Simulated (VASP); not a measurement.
Here is a VASP 6.6.1 calculation.

INCAR

```
SYSTEM = TaN
PREC = Accurate
ENCUT = 520
EDIFF = 1E-7
ISMEAR = 0
SIGMA = 0.1
LREAL = .False.
LASPH = .True.
NELM = 60
ALGO = Normal
ISIF = 2
LWAVE = .False.
LCHARG = .False.
GGA = PE
NBANDS = 24
```

The input KPOINTS:

```
regular mesh
0
Gamma
  6 6 4
  0 0 0
```

Contents of POSCAR:

```
TaN
1.0
    3.1514143498      0.0000000000      0.0000000000
   -1.5757071749      2.7292048847      0.0000000000
    0.0000000000      0.0000000000      6.1029113131
Ta N
2 2
Direct
    0.3333333333      0.6666666667      0.0306209920
    0.6666666667      0.3333333333      0.5306209920
    0.3333333333      0.6666666667      0.3543790080
    0.6666666667      0.3333333333      0.8543790080
```

Potentials or basis: VASP PAW PBE potentials, release 64 (Ta_pv, N).

Run with:

```bash
$ cat potpaw_PBE.64/Ta_pv/POTCAR potpaw_PBE.64/N/POTCAR > POTCAR
$ mpirun -np 1 vasp_std > vasp.out
```

Predict the pressure.

0.6 GPa.

Predict the largest force.

0.030 eV/Å.

Estimate the band gap on the k mesh.

zero (band 16 reaches 6.63 eV, above the bottom of band 17 at 6.50 eV).

Forces on the atoms (eV/Å):
```
Ta   0.000  0.000 -0.030
Ta   0.000  0.000 -0.030
N    0.000  0.000  0.030
N    0.000  0.000  0.030
```

Caveat: the k points lie up to 0.38 Å⁻¹ apart; spin-orbit coupling is left out, which moves the levels of the heavy elements.
